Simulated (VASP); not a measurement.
A run of VASP 6.6.1 is set up as follows.

The input INCAR:

```
SYSTEM = Hf
PREC = Accurate
ENCUT = 520
EDIFF = 1E-7
ISMEAR = -1
SIGMA = 0.05
LREAL = .False.
LASPH = .True.
NELM = 80
ALGO = Normal
ISIF = 2
LWAVE = .False.
LCHARG = .False.
GGA = PS
NBANDS = 11
```

Contents of KPOINTS:

```
Automatic mesh
0
Gamma
  10 10 10
  0 0 0
```

Contents of POSCAR:

```
Hf
1.0
   -0.0434730000      2.2074770000      2.2133560000
    2.1627620000     -0.0426750000      2.2125580000
    2.1720080000      2.2159250000     -0.0519210000
Hf
1
Direct
    0.0019310000     -0.0112190000     -0.0034220000
```

Potentials or basis: VASP PAW PBE potentials, release 64 (Hf_pv).

Launch:

```console
$ cat potpaw_PBE.64/Hf_pv/POTCAR > POTCAR
$ mpirun -np 1 vasp_std > vasp.out
```

Task: Estimate the pressure.

Result: -2.0 GPa.

Task: Estimate the band gap on the k mesh.

Result: Zero (bands 5 and 6 overlap by 1.76 eV).

Stress tensor (GPa, compression positive):
```
-1.37  1.23  1.74
 1.23 -2.24  1.59
 1.74  1.59 -2.38
```

Caveat: the cell differs from its parent crystal (the cell strained at random); the PAW data sets were made with another functional, which shifts forces and pressure a little; spin-orbit coupling is left out, which moves the levels of the heavy elements.
